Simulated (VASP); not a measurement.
# PbS (Fm-3m) in VASP: settings compared, part 2 of 4

VASP 6.6.1. The steps go on from the part before.

**3. Single point, PBE**

Contents of INCAR:

```
PREC = Accurate
ENCUT = 520
EDIFF = 1E-7
ISMEAR = -1
SIGMA = 0.06
LREAL = False
LASPH = True
NELM = 60
ALGO = Normal
ISIF = 2
LWAVE = False
LCHARG = True
GGA = PE
LELF = True
LVHAR = True
NBANDS = 17
```

Contents of KPOINTS:

```
Automatic mesh
0
Gamma
  8 8 8
```

Contents of POSCAR:

```
PbS
1.0
    0.0000000000      2.9147360000      2.9147360000
    2.9147360000      0.0000000000      2.9147360000
    2.9147360000      2.9147360000      0.0000000000
Pb S
1 1
Direct
    0.0000000000      0.0000000000      0.0000000000
    0.5000000000      0.5000000000      0.5000000000
```

Potentials or basis: VASP PAW PBE potentials, release 64 (Pb_d, S).

Started as:

```
$ cat potpaw_PBE.64/Pb_d/POTCAR potpaw_PBE.64/S/POTCAR > POTCAR
$ mpirun -np 1 vasp_std > vasp.out
```

OUTCAR:

```text
PREC = Accurate
   ENCUT = 520
   EDIFF = 1E-7
   ISMEAR = -1
   LREAL = False
   LASPH = True
   NELM = 60
   ISIF = 2
   GGA = PE

 ion  position               nearest neighbor table
   1  0.000  0.000  0.000-   2 2.91   2 2.91   2 2.91   2 2.91   2 2.91   2 2.91
   2  0.500  0.500  0.500-   1 2.91   1 2.91   1 2.91   1 2.91   1 2.91   1 2.91

  LATTYP: Found a face centered cubic cell.
 ALAT       =     5.8294720000

  Lattice vectors:

 A1 = (   0.0000000000,   2.9147360000,   2.9147360000)
 A2 = (   2.9147360000,   0.0000000000,   2.9147360000)
 A3 = (   2.9147360000,   2.9147360000,   0.0000000000)

Analysis of symmetry for initial positions (statically):
=====================================================================
 Subroutine PRICEL returns:
 Original cell was already a primitive cell.

 Routine SETGRP: Setting up the symmetry group for a
 face centered cubic supercell.

 Subroutine GETGRP returns: Found 48 space group operations
 (whereof 48 operations were pure point group operations)
 out of a pool of 48 trial point group operations.

The static configuration has the point symmetry O_h .

Analysis of symmetry for dynamics (positions and initial velocities):
=====================================================================
 Subroutine PRICEL returns:
 Original cell was already a primitive cell.

 Routine SETGRP: Setting up the symmetry group for a
 face centered cubic supercell.

 Subroutine GETGRP returns: Found 48 space group operations
 (whereof 48 operations were pure point group operations)
 out of a pool of 48 trial point group operations.

The dynamic configuration has the point symmetry O_h .

 Subroutine INISYM returns: Found 48 space group operations
 (whereof 48 operations are pure point group operations),
 and found     1 'primitive' translations

----------------------------------------------------------------------------------------

                                     Primitive cell

  volume of cell :      49.5254

  direct lattice vectors                    reciprocal lattice vectors
     0.000000000  2.914736000  2.914736000    -0.171542123  0.171542123  0.171542123
     2.914736000  0.000000000  2.914736000     0.171542123 -0.171542123  0.171542123
     2.914736000  2.914736000  0.000000000     0.171542123  0.171542123 -0.171542123

  length of vectors
     4.122059182  4.122059182  4.122059182     0.297119672  0.297119672  0.297119672

  position of ions in fractional coordinates (direct lattice)
     0.000000000  0.000000000  0.000000000
     0.500000000  0.500000000  0.500000000

  ion indices of the primitive-cell ions
   primitive index   ion index
                 1           1
                 2           2

----------------------------------------------------------------------------------------

 KPOINTS: Automatic mesh

Automatic generation of k-mesh.
 Grid dimensions read from file:
 generate k-points for:    8    8    8

 Generating k-lattice:

  Cartesian coordinates                     Fractional coordinates (reciprocal lattice)
    -0.021442765  0.021442765  0.021442765     0.125000000  0.000000000  0.000000000
     0.021442765 -0.021442765  0.021442765     0.000000000  0.125000000  0.000000000
     0.021442765  0.021442765 -0.021442765     0.000000000  0.000000000  0.125000000

  Length of vectors
     0.037139959  0.037139959  0.037139959

  Shift w.r.t. Gamma in fractional coordinates (k-lattice)
     0.000000000  0.000000000  0.000000000

 Subroutine IBZKPT returns following result:
 ===========================================

 Found     29 irreducible k-points:

 Following reciprocal coordinates:
            Coordinates               Weight
  0.000000  0.000000  0.000000      1.000000
  0.125000  0.000000  0.000000      8.000000
  0.250000  0.000000  0.000000      8.000000
  0.375000  0.000000  0.000000      8.000000
  0.500000  0.000000  0.000000      4.000000
  0.125000  0.125000  0.000000      6.000000
[... 16 lines left out ...]
  0.500000  0.250000  0.125000     48.000000
 -0.375000  0.250000  0.125000     24.000000
 [... further k-points ...]
   k-points           NKPTS =     29   k-points in BZ     NKDIM =     29   number of bands    NBANDS=     17
   number of dos      NEDOS =    301   number of ions     NIONS =      2
   total plane-waves  NPLWV =  32768
   dimension x,y,z NGX =    32 NGY =   32 NGZ =   32
   dimension x,y,z NGXF=    64 NGYF=   64 NGZF=   64
   ions per type =               1   1
   NGX,Y,Z   is equivalent  to a cutoff of  12.91, 12.91, 12.91 a.u.
   NGXF,Y,Z  is equivalent  to a cutoff of  25.81, 25.81, 25.81 a.u.
 SYSTEM =  unknown system
   PREC   = accura    normal or accurate (medium, high low for compatibility)
   ISTART =      0    job   : 0-new  1-cont  2-samecut
   ICHARG =      2    charge: 1-file 2-atom 10-const
   ISPIN  =      1    spin polarized calculation?
   LNONCOLLINEAR =      F non collinear calculations
   LSORBIT =      F    spin-orbit coupling
   LASPH  =      T    aspherical Exc in radial PAW
   ENCUT  =  520.0 eV  38.22 Ry    6.18 a.u.   7.66  7.66  7.66*2*pi/ulx,y,z
   NELM   =     60;   NELMIN=  2; NELMDL= -5     # of ELM steps
   EDIFF  = 0.1E-06   stopping-criterion for ELM
   LREAL  =      F    real-space projection
   EDIFFG = 0.1E-05   stopping-criterion for IOM
   NSW    =      0    number of steps for IOM
   IBRION =     -1    ionic relax: 0-MD 1-quasi-New 2-CG
   NFREE  =      0    steps in history (QN), initial steepest desc. (CG)
   ISIF   =      2    stress and relaxation
   ISYM   =      2    0-nonsym 1-usesym 2-fastsym
   POTIM  = 0.5000    time-step for ionic-motion
   TEBEG  =    0.0;   TEEND  =   0.0 temperature during run
   PSTRESS=    0.0 pullay stress
   NELECT =      20.0000    total number of electrons
   NUPDOWN=      -1.0000    fix difference up-down
   EMIN   =  10.00;   EMAX   =-10.00  energy-range for DOS
   EFERMI =   0.00;   METHOD = LEGACY
   ISMEAR =    -1;   SIGMA  =   0.06  broadening in eV -4-tet -1-fermi 0-gaus
   EFERMI_NEDOS =   21; number of points for ismear=-14 and -15
   IALGO  =     38    algorithm
   IMIX   =      4    mixing-type and parameters
     AMIX     =   0.40;   BMIX     =  1.00
     AMIX_MAG =   1.60;   BMIX_MAG =  1.00
  volume/ion in A,a.u.               =      24.76       167.11
  Fermi-wavevector in a.u.,A,eV,Ry     =   1.210066  2.286693 19.922452  1.464259
  Thomas-Fermi vector in A             =   2.345624
   LORBIT       =      0    0 simple, 1 ext, 2 COOP (PROOUT), +10 PAW based schemes
   GGA     = PE    functional components
   LHFCALC =     F    Hartree Fock is set to
   AEXX    =    0.0000 exact exchange contribution
   IVDW    =     0    specifies the selected vdW correction
   LEPSILON=     F    determine dielectric tensor
   LRPA    =     F    only Hartree local field effects (RPA)
 non-spin polarized calculation
  energy-cutoff  :      520.00
  volume of cell :       49.53
 maximum number of plane-waves:      1363
   NGX = 15   NGY = 15   NGZ = 15

 number of electron      19.9999999 magnetization

 Free energy of the ion-electron system (eV)
  ---------------------------------------------------
  ext. energy  EPLUGINS =         0.00000000
  ---------------------------------------------------
  free energy    TOTEN  =        -8.69117605 eV

  energy without entropy =       -8.69020603  energy(sigma->0) =       -8.69069104

 E-fermi :   6.6734     XC(G=0):  -9.9306

 val. band max:        6.5946444708   @ k =   0.5000   0.0000   0.0000
 cond. band min:       6.7521029930   @ k =   0.5000   0.0000   0.0000
 fundamental gap:      0.1574585221
 Fermi energy:         6.6733792219

 k-point     1 :       0.0000    0.0000    0.0000
  band No.  band energies     occupation
      1     -10.3924      2.00000
      2     -10.3924      2.00000
      3     -10.3924      2.00000
      4     -10.3775      2.00000
      5     -10.3775      2.00000
      6      -7.5598      2.00000
[... 9 lines left out ...]
     16      13.1173      0.00000
     17      15.0220      0.00000
[... 441 lines left out ...]
 k-point    24 :      -0.3750    0.2500    0.1250
  band No.  band energies     occupation
      1     -10.4690      2.00000
      2     -10.3987      2.00000
      3     -10.3749      2.00000
      4     -10.3578      2.00000
      5     -10.3317      2.00000
      6      -5.9131      2.00000
[... 9 lines left out ...]
     16      17.4298      0.00000
     17      17.7732      0.00000

 [... further k-points ...]

------------------------ aborting loop because EDIFF is reached ----------------------------------------

  FORCE on cell =-STRESS in cart. coord.  units (eV):
  Direction    XX          YY          ZZ          XY          YZ          ZX
  --------------------------------------------------------------------------------------
  -------------------------------------------------------------------------------------
  Total        1.7668665      1.7668665      1.7668665     -0.0000000     -0.0000000      0.0000000
  in kB       57.1592676     57.1592676     57.1592676     -0.0000000     -0.0000000      0.0000000
  external PRESSURE =      57.1592676 kB  Pullay stress =       0.0000000 kB

 VOLUME and BASIS-vectors are now :
 -----------------------------------------------------------------------------
  energy-cutoff  :      520.00
  volume of cell :       49.53
      direct lattice vectors                 reciprocal lattice vectors
     0.000000000  2.914736000  2.914736000    -0.171542123  0.171542123  0.171542123
     2.914736000  0.000000000  2.914736000     0.171542123 -0.171542123  0.171542123
     2.914736000  2.914736000  0.000000000     0.171542123  0.171542123 -0.171542123

 POSITION                                       TOTAL-FORCE (eV/Angst)
 -----------------------------------------------------------------------------------
      0.00000      0.00000      0.00000         0.000000     -0.000000      0.000000
      2.91474      2.91474      2.91474         0.000000      0.000000      0.000000
 -----------------------------------------------------------------------------------
    total drift:                                0.000000     -0.000000     -0.000000

  FREE ENERGIE OF THE ION-ELECTRON SYSTEM (eV)
  ---------------------------------------------------
  free  energy   TOTEN  =        -8.6911760511 eV

  energy  without entropy=       -8.6902060343  energy(sigma->0) =       -8.69069104
```

OSZICAR:

```text
N       E                     dE             d eps       ncg     rms          rms(c)
DAV:   1     0.157973522603E+03    0.15797E+03   -0.97725E+03  1010   0.125E+03
DAV:   2     0.358005910293E+01   -0.15439E+03   -0.14933E+03  1027   0.325E+02
DAV:   3    -0.882045309868E+01   -0.12401E+02   -0.12316E+02  1270   0.944E+01
DAV:   4    -0.912122505550E+01   -0.30077E+00   -0.30051E+00  1216   0.158E+01
DAV:   5    -0.913239457072E+01   -0.11170E-01   -0.11168E-01  1464   0.302E+00    0.510E+00
DAV:   6    -0.868926649722E+01    0.44313E+00   -0.12085E+00  1573   0.794E+00    0.361E+00
DAV:   7    -0.868810112132E+01    0.11654E-02   -0.13779E-01  1200   0.192E+00    0.195E+00
DAV:   8    -0.869124122862E+01   -0.31401E-02   -0.13674E-02  1175   0.130E+00    0.125E-01
DAV:   9    -0.869104145495E+01    0.19977E-03   -0.23247E-03  1578   0.445E-01    0.911E-02
DAV:  10    -0.869116344937E+01   -0.12199E-03   -0.27625E-04  1138   0.114E-01    0.412E-02
DAV:  11    -0.869117519027E+01   -0.11741E-04   -0.60291E-05  1337   0.851E-02    0.246E-02
DAV:  12    -0.869117585644E+01   -0.66617E-06   -0.40552E-06  1296   0.186E-02    0.141E-03
DAV:  13    -0.869117597196E+01   -0.11552E-06   -0.13041E-07  1056   0.317E-03    0.166E-03
DAV:  14    -0.869117605113E+01   -0.79168E-07   -0.91472E-08   929   0.214E-03
   1 F= -.86911761E+01 E0= -.86906910E+01  d E =-.970017E-03
```

It took 24 s on 1 thread of Intel Xeon 6975P-C, shared host; peak memory 0.18 GiB.

Results:

- Free energy: -8.6912 eV
- Pressure: 5.7 GPa
- Band gap on the k mesh: 0.16 eV, direct

Caveat: spin-orbit coupling is left out, which moves the levels of the heavy elements. A k mesh can miss the band edges.

(Part 2 of 4 ends here.)
